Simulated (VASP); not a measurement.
# TaRu (Pm-3m) in VASP: a series of runs, part 2 of 2

VASP 6.6.1.

### Step 4. Single point, LDA

INCAR

```
SYSTEM = TaRu
ALGO     = Normal         ! electronic algorithm
EDIFF    = 1E-6           ! SCF threshold, eV
ENCUT    = 600            ! plane-wave cutoff, eV
GGA      = CA             ! functional
GGA_COMPAT= .FALSE.      
ISIF     = 2              ! what is computed and relaxed
ISMEAR   = 0              ! smearing method
LASPH    = .TRUE.         ! aspherical terms in the spheres
LCHARG   = .TRUE.         ! write CHGCAR
LELF     = .TRUE.         ! ELF
LREAL    = .FALSE.        ! projectors in reciprocal space
LVHAR    = .TRUE.       
LWAVE    = .FALSE.        ! write WAVECAR
NBANDS   = 22             ! bands
NELM     = 120            ! most SCF steps
PREC     = Accurate       ! precision mode
SIGMA    = 0.1            ! smearing width, eV
```

KPOINTS

```
k-points
0
G
  14 14 14
  0 0 0
```

POSCAR

```
TaRu
1.0
    3.1182077868      0.0000000000      0.0000000000
    0.0000000000      3.1182077868      0.0000000000
    0.0000000000      0.0000000000      3.1182077868
Ta Ru
1 1
Direct
    0.5000000000      0.5000000000      0.5000000000
    0.0000000000      0.0000000000      0.0000000000
```

Potentials or basis: VASP PAW LDA potentials, release 64 (Ta_sv_GW, Ru_sv).

The run is started by

```
cat potpaw_LDA.64/Ta_sv_GW/POTCAR potpaw_LDA.64/Ru_sv/POTCAR > POTCAR
mpirun -np 1 vasp_std > vasp.out
```

OUTCAR:

```text
SYSTEM = TaRu
   EDIFF = 1E-6
   ENCUT = 600
   GGA = CA
   ISIF = 2
   ISMEAR = 0
   LASPH = .TRUE.
   LREAL = .FALSE.
   NELM = 120
   PREC = Accurate

 ion  position               nearest neighbor table
   1  0.500  0.500  0.500-   2 2.70   2 2.70   2 2.70   2 2.70   2 2.70   2 2.70   2 2.70   2 2.70

   2  0.000  0.000  0.000-   1 2.70   1 2.70   1 2.70   1 2.70   1 2.70   1 2.70   1 2.70   1 2.70

  LATTYP: Found a simple cubic cell.
 ALAT       =     3.1182077868

  Lattice vectors:

 A1 = (   3.1182077868,   0.0000000000,   0.0000000000)
 A2 = (   0.0000000000,   3.1182077868,   0.0000000000)
 A3 = (   0.0000000000,   0.0000000000,   3.1182077868)

Analysis of symmetry for initial positions (statically):
=====================================================================
 Subroutine PRICEL returns:
 Original cell was already a primitive cell.

 Routine SETGRP: Setting up the symmetry group for a
 simple cubic supercell.

 Subroutine GETGRP returns: Found 48 space group operations
 (whereof 48 operations were pure point group operations)
 out of a pool of 48 trial point group operations.

[... 154 lines left out ...]

 Free energy of the ion-electron system (eV)
  ---------------------------------------------------
  ext. energy  EPLUGINS =         0.00000000
  ---------------------------------------------------
  free energy    TOTEN  =       -26.50891769 eV

  energy without entropy =      -26.49253420  energy(sigma->0) =      -26.50072594

 E-fermi :  13.9097     XC(G=0): -14.0542

 val. band max:       13.9090672860   @ k =   0.5000   0.4286   0.1429
 cond. band min:      13.9098684498   @ k =   0.5000   0.2143   0.1429
 fundamental gap:      0.0008011638
 Fermi energy:        13.9096738953

 k-point     1 :       0.0000    0.0000    0.0000
  band No.  band energies     occupation
      1     -58.9597      2.00000
      2     -54.3064      2.00000
      3     -29.1693      2.00000
      4     -29.1693      2.00000
      5     -29.1693      2.00000
      6     -20.8355      2.00000
[... 589 lines left out ...]
     21      25.2614      0.00000
     22      28.5639      0.00000

 [... further k-points ...]
[... 5 lines left out ...]
  --------------------------------------------------------------------------------------
  -------------------------------------------------------------------------------------
  Total        0.0827414      0.0827414      0.0827414      0.0000000      0.0000000     -0.0000000
  in kB        4.3723836      4.3723836      4.3723836      0.0000000      0.0000000     -0.0000000
  external PRESSURE =       4.3723836 kB  Pullay stress =       0.0000000 kB

 VOLUME and BASIS-vectors are now :
 -----------------------------------------------------------------------------
  energy-cutoff  :      600.00
  volume of cell :       30.32
      direct lattice vectors                 reciprocal lattice vectors
     3.118207787  0.000000000  0.000000000     0.320697038  0.000000000  0.000000000
     0.000000000  3.118207787  0.000000000     0.000000000  0.320697038  0.000000000
     0.000000000  0.000000000  3.118207787     0.000000000  0.000000000  0.320697038

 POSITION                                       TOTAL-FORCE (eV/Angst)
 -----------------------------------------------------------------------------------
      1.55910      1.55910      1.55910         0.000000      0.000000      0.000000
      0.00000      0.00000      0.00000         0.000000      0.000000      0.000000
 -----------------------------------------------------------------------------------
    total drift:                               -0.000000      0.000000      0.000000

  FREE ENERGIE OF THE ION-ELECTRON SYSTEM (eV)
  ---------------------------------------------------
  free  energy   TOTEN  =       -26.5089176919 eV

  energy  without entropy=      -26.4925341960  energy(sigma->0) =      -26.50072594
```

OSZICAR:

```text
N       E                     dE             d eps       ncg     rms          rms(c)
DAV:   1     0.335529703160E+03    0.33553E+03   -0.18327E+04  5280   0.153E+03
DAV:   2    -0.130972414702E+02   -0.34863E+03   -0.33588E+03  6184   0.478E+02
DAV:   3    -0.281217862447E+02   -0.15025E+02   -0.14849E+02  7216   0.958E+01
DAV:   4    -0.283354020647E+02   -0.21362E+00   -0.21354E+00  5868   0.987E+00
DAV:   5    -0.283398798389E+02   -0.44778E-02   -0.44776E-02  7232   0.118E+00    0.834E+01
DAV:   6    -0.270547893905E+02    0.12851E+01   -0.37100E+00  5862   0.975E+00    0.692E+01
DAV:   7    -0.294702577989E+02   -0.24155E+01   -0.19311E+01  5666   0.267E+01    0.149E+01
DAV:   8    -0.265247471314E+02    0.29455E+01   -0.10624E+01  5536   0.181E+01    0.867E+00
DAV:   9    -0.265092482170E+02    0.15499E-01   -0.25926E-01  5952   0.370E+00    0.396E+00
DAV:  10    -0.265092889959E+02   -0.40779E-04   -0.49927E-03  5934   0.539E-01    0.358E+00
DAV:  11    -0.265090609166E+02    0.22808E-03   -0.17984E-03  6114   0.312E-01    0.377E+00
DAV:  12    -0.265090120559E+02    0.48861E-04   -0.34866E-04  6104   0.200E-01    0.206E+00
DAV:  13    -0.265089183725E+02    0.93683E-04   -0.22165E-04  5826   0.766E-02    0.282E-02
DAV:  14    -0.265089176919E+02    0.68060E-06   -0.47976E-06  6138   0.183E-02
   1 F= -.26508918E+02 E0= -.26500726E+02  d E =-.163835E-01
```

Run time: 1.8 min. Hardware: 1 thread of Intel Xeon Platinum 8488C (Sapphire Rapids), shared host; peak memory 0.23 GiB.

What came out:

```yaml
Free_energy: -26.5089 eV
Pressure: 0.4 GPa
```

Caveat: spin-orbit coupling is left out, which moves the levels of the heavy elements.

### Step 5. Overview

```tsv
task	potentials or basis	cell	k mesh	second run	gap on the mesh (eV)	pressure (GPa)
single point	VASP PAW LDA potentials, release 64 (Ta_sv_GW, Ru_sv)	a = 3.119 Å, 2 atoms	6 × 6 × 6	valence_matched	none	0.5
relaxation of cell and atoms	VASP PAW LDA potentials, release 64 (Ta_pv, Ru_pv)	relaxed from a = 3.119 Å, 2 atoms	14 × 14 × 14	-	none	0.0
single point	VASP PAW LDA potentials, release 64 (Ta_sv_GW, Ru_sv)	a = 3.118 Å, 2 atoms	14 × 14 × 14	valence_matched	none	0.4
```

Alike in all rows: level LDA; no spin polarisation; cutoff (eV) 600; smearing gaussian 0.1 eV.

Caveats: spin-orbit coupling is left out, which moves the levels of the heavy elements.

Absolute energies hang on the potentials; compare differences alone.
